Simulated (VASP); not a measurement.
# NbN (Fm-3m) in VASP: single point with PBE

Aim: the single point of NbN with PBE.

All numbers are computed with VASP 6.6.1; they aren't measurements. Logs are shortened: lines on timing, memory, paths and dates and some standing lists are left out, and cuts for length are marked.

### Step 1. The cell of the first run

The structure is cubic, space group Fm-3m (No. 225). Conventional cell: a = 4.422 Å, b = 4.422 Å, c = 4.422 Å, α = 90.00°, β = 90.00°, γ = 90.00°. Nb (site symmetry m-3m) has 6 N at 2.21 Å within 2.9 Å. Within 2.9 Å of N (site symmetry m-3m) lie 6 Nb at 2.21 Å.

### Step 2. Single point, PBE

The input, INCAR:

```
  PREC = Accurate
  ENCUT = 520
  EDIFF = 1E-7
  ISMEAR = 0
  SIGMA = 0.1
  LREAL = F
  LASPH = T
  NELM = 60
  ALGO = Normal
  ISIF = 2
  LWAVE = F
  LCHARG = T
  GGA = PE
  LELF = T
  LVHAR = T
  NBANDS = 16
```

The input, KPOINTS:

```
regular mesh
0
Gamma
  16 16 16
```

The input, POSCAR:

```
NbN
1.0
    0.0000000000      2.2107715328      2.2107715328
    2.2107715328      0.0000000000      2.2107715328
    2.2107715328      2.2107715328      0.0000000000
Nb N
1 1
Direct
    0.5000000000      0.5000000000      0.5000000000
    0.0000000000      0.0000000000      0.0000000000
```

Potentials or basis: VASP PAW PBE potentials, release 64 (Nb_sv, N).

Command:

```
$ cat potpaw_PBE.64/Nb_sv/POTCAR potpaw_PBE.64/N/POTCAR > POTCAR
$ mpirun -np 1 vasp_std > vasp.out
```

OUTCAR:

```text
PREC = Accurate
   ENCUT = 520
   EDIFF = 1E-7
   ISMEAR = 0
   LREAL = F
   LASPH = T
   NELM = 60
   ISIF = 2
   GGA = PE

 ion  position               nearest neighbor table
   1  0.500  0.500  0.500-   2 2.21   2 2.21   2 2.21   2 2.21   2 2.21   2 2.21
   2  0.000  0.000  0.000-   1 2.21   1 2.21   1 2.21   1 2.21   1 2.21   1 2.21

  LATTYP: Found a face centered cubic cell.
 ALAT       =     4.4215430656

  Lattice vectors:

 A1 = (   0.0000000000,   2.2107715328,   2.2107715328)
 A2 = (   2.2107715328,   0.0000000000,   2.2107715328)
 A3 = (   2.2107715328,   2.2107715328,   0.0000000000)

Analysis of symmetry for initial positions (statically):
=====================================================================
 Subroutine PRICEL returns:
 Original cell was already a primitive cell.

 Routine SETGRP: Setting up the symmetry group for a
 face centered cubic supercell.

 Subroutine GETGRP returns: Found 48 space group operations
 (whereof 48 operations were pure point group operations)
 out of a pool of 48 trial point group operations.

The static configuration has the point symmetry O_h .

Analysis of symmetry for dynamics (positions and initial velocities):
=====================================================================
 Subroutine PRICEL returns:
 Original cell was already a primitive cell.

 Routine SETGRP: Setting up the symmetry group for a
 face centered cubic supercell.

 Subroutine GETGRP returns: Found 48 space group operations
 (whereof 48 operations were pure point group operations)
 out of a pool of 48 trial point group operations.

The dynamic configuration has the point symmetry O_h .

 Subroutine INISYM returns: Found 48 space group operations
 (whereof 48 operations are pure point group operations),
 and found     1 'primitive' translations

----------------------------------------------------------------------------------------

                                     Primitive cell

  volume of cell :      21.6103

  direct lattice vectors                    reciprocal lattice vectors
     0.000000000  2.210771533  2.210771533    -0.226165387  0.226165387  0.226165387
     2.210771533  0.000000000  2.210771533     0.226165387 -0.226165387  0.226165387
     2.210771533  2.210771533  0.000000000     0.226165387  0.226165387 -0.226165387

  length of vectors
     3.126503085  3.126503085  3.126503085     0.391729942  0.391729942  0.391729942

  position of ions in fractional coordinates (direct lattice)
     0.500000000  0.500000000  0.500000000
[... 73 lines left out ...]
   LNONCOLLINEAR =      F non collinear calculations
   LSORBIT =      F    spin-orbit coupling
   LASPH  =      T    aspherical Exc in radial PAW
   ENCUT  =  520.0 eV  38.22 Ry    6.18 a.u.   5.81  5.81  5.81*2*pi/ulx,y,z
   NELM   =     60;   NELMIN=  2; NELMDL= -5     # of ELM steps
   EDIFF  = 0.1E-06   stopping-criterion for ELM
   LREAL  =      F    real-space projection
   EDIFFG = 0.1E-05   stopping-criterion for IOM
   NSW    =      0    number of steps for IOM
   IBRION =     -1    ionic relax: 0-MD 1-quasi-New 2-CG
   NFREE  =      0    steps in history (QN), initial steepest desc. (CG)
   ISIF   =      2    stress and relaxation
   ISYM   =      2    0-nonsym 1-usesym 2-fastsym
   POTIM  = 0.5000    time-step for ionic-motion
   TEBEG  =    0.0;   TEEND  =   0.0 temperature during run
   PSTRESS=    0.0 pullay stress
   NELECT =      18.0000    total number of electrons
   NUPDOWN=      -1.0000    fix difference up-down
   EMIN   =  10.00;   EMAX   =-10.00  energy-range for DOS
   EFERMI =   0.00;   METHOD = LEGACY
   ISMEAR =     0;   SIGMA  =   0.10  broadening in eV -4-tet -1-fermi 0-gaus
   EFERMI_NEDOS =   21; number of points for ismear=-14 and -15
   IALGO  =     38    algorithm
   IMIX   =      4    mixing-type and parameters
     AMIX     =   0.40;   BMIX     =  1.00
     AMIX_MAG =   1.60;   BMIX_MAG =  1.00
  volume/ion in A,a.u.               =      10.81        72.92
  Fermi-wavevector in a.u.,A,eV,Ry     =   1.540323  2.910788 32.281114  2.372595
  Thomas-Fermi vector in A             =   2.646426
   LORBIT       =      0    0 simple, 1 ext, 2 COOP (PROOUT), +10 PAW based schemes
   GGA     = PE    functional components
   LHFCALC =     F    Hartree Fock is set to
   AEXX    =    0.0000 exact exchange contribution
   IVDW    =     0    specifies the selected vdW correction
   LEPSILON=     F    determine dielectric tensor
   LRPA    =     F    only Hartree local field effects (RPA)
 non-spin polarized calculation
 Gauss-broadening in eV      SIGMA  =   0.10
  energy-cutoff  :      520.00
  volume of cell :       21.61
 maximum number of plane-waves:       604
   NGX = 11   NGY = 11   NGZ = 11

 number of electron      18.0000003 magnetization

 Free energy of the ion-electron system (eV)
  ---------------------------------------------------
  ext. energy  EPLUGINS =         0.00000000
  ---------------------------------------------------
  free energy    TOTEN  =       -20.53595261 eV

  energy without entropy =      -20.52958950  energy(sigma->0) =      -20.53277106

 E-fermi :  13.6969     XC(G=0): -13.2722

 val. band max:       13.6888973567   @ k =  -0.3125   0.3125   0.1250
 cond. band min:      13.6993039493   @ k =  -0.2500   0.3750   0.1250
 fundamental gap:      0.0104065926
 Fermi energy:        13.6969029320

 k-point     1 :       0.0000    0.0000    0.0000
  band No.  band energies     occupation
      1     -42.7314      2.00000
      2     -18.4017      2.00000
      3     -18.4017      2.00000
      4     -18.4017      2.00000
      5      -3.8075      2.00000
      6      10.4096      2.00000
[... 433 lines left out ...]
      3     -18.4264      2.00000
      4     -18.4035      2.00000
      5      -3.5933      2.00000
      6       9.3016      2.00000
[... 8 lines left out ...]
     15      23.7743      0.00000
     16      33.9499      0.00000

 [... further k-points ...]
[... 5 lines left out ...]
  --------------------------------------------------------------------------------------
  -------------------------------------------------------------------------------------
  Total       -0.0734122     -0.0734122     -0.0734122      0.0000000     -0.0000000      0.0000000
  in kB       -5.4427381     -5.4427381     -5.4427381      0.0000000     -0.0000000      0.0000000
  external PRESSURE =      -5.4427381 kB  Pullay stress =       0.0000000 kB

 VOLUME and BASIS-vectors are now :
 -----------------------------------------------------------------------------
  energy-cutoff  :      520.00
  volume of cell :       21.61
      direct lattice vectors                 reciprocal lattice vectors
     0.000000000  2.210771533  2.210771533    -0.226165387  0.226165387  0.226165387
     2.210771533  0.000000000  2.210771533     0.226165387 -0.226165387  0.226165387
     2.210771533  2.210771533  0.000000000     0.226165387  0.226165387 -0.226165387

 POSITION                                       TOTAL-FORCE (eV/Angst)
 -----------------------------------------------------------------------------------
      2.21077      2.21077      2.21077        -0.000000     -0.000000     -0.000000
      0.00000      0.00000      0.00000         0.000000      0.000000      0.000000
 -----------------------------------------------------------------------------------
    total drift:                                0.000000     -0.000000      0.000000

  FREE ENERGIE OF THE ION-ELECTRON SYSTEM (eV)
  ---------------------------------------------------
  free  energy   TOTEN  =       -20.5359526109 eV

  energy  without entropy=      -20.5295895019  energy(sigma->0) =      -20.53277106
```

OSZICAR:

```text
N       E                     dE             d eps       ncg     rms          rms(c)
DAV:   1     0.148169027125E+03    0.14817E+03   -0.10191E+04  4648   0.119E+03
DAV:   2    -0.152363339706E+02   -0.16341E+03   -0.15631E+03  5656   0.403E+02
DAV:   3    -0.239033470746E+02   -0.86670E+01   -0.85451E+01  8592   0.761E+01
DAV:   4    -0.240000700570E+02   -0.96723E-01   -0.96645E-01  5288   0.705E+00
DAV:   5    -0.240031061310E+02   -0.30361E-02   -0.30359E-02  6648   0.111E+00    0.126E+01
DAV:   6    -0.207218194543E+02    0.32813E+01   -0.93060E+00  6952   0.311E+01    0.470E+00
DAV:   7    -0.205551646724E+02    0.16665E+00   -0.70491E-01  5904   0.841E+00    0.264E+00
DAV:   8    -0.205417519091E+02    0.13413E-01   -0.16584E-01  7232   0.426E+00    0.103E+00
DAV:   9    -0.205359399349E+02    0.58120E-02   -0.26529E-02  6464   0.192E+00    0.391E-01
DAV:  10    -0.205360096163E+02   -0.69681E-04   -0.20148E-03  5936   0.586E-01    0.812E-02
DAV:  11    -0.205359486239E+02    0.60992E-04   -0.25150E-04  5824   0.142E-01    0.339E-02
DAV:  12    -0.205359525825E+02   -0.39586E-05   -0.11421E-05  6008   0.339E-02    0.902E-03
DAV:  13    -0.205359523115E+02    0.27101E-06   -0.25926E-06  7336   0.182E-02    0.320E-03
DAV:  14    -0.205359526143E+02   -0.30284E-06   -0.28905E-07  5176   0.618E-03    0.763E-04
DAV:  15    -0.205359526109E+02    0.34490E-08   -0.35956E-08  3128   0.265E-03
   1 F= -.20535953E+02 E0= -.20532771E+02  d E =-.636311E-02
```

It took 23 s on 1 thread of Intel Xeon Platinum 8559C (Emerald Rapids), shared host; peak memory 0.17 GiB.

What came out:

| Quantity | Value |
| --- | --- |
| Free energy | -20.5360 eV |
| Pressure | -0.5 GPa |
| Band gap on the k mesh | zero (band 9 reaches 15.12 eV, above the bottom of band 10 at 11.73 eV) |

Levels at points of the mesh, in eV from the Fermi level:
| k point | band 5 | band 6 | band 7 | band 8 | band 9 | band 10 | band 11 | band 12 | band 13 | band 14 |
| --- | --- | --- | --- | --- | --- | --- | --- | --- | --- | --- |
| (0.00, 0.00, 0.00) | -17.50 | -3.29 | -3.29 | -3.29 | -1.97 | -1.97 | -1.97 | -0.15 | -0.15 | 3.05 |
| (0.50, 0.00, 0.00) | -15.06 | -9.01 | -6.94 | -6.94 | 1.43 | 1.43 | 1.92 | 4.47 | 6.61 | 6.61 |
| (0.50, 0.50, 0.00) | -16.79 | -5.72 | -4.93 | -3.96 | -3.96 | 1.55 | 2.70 | 2.70 | 3.87 | 9.30 |
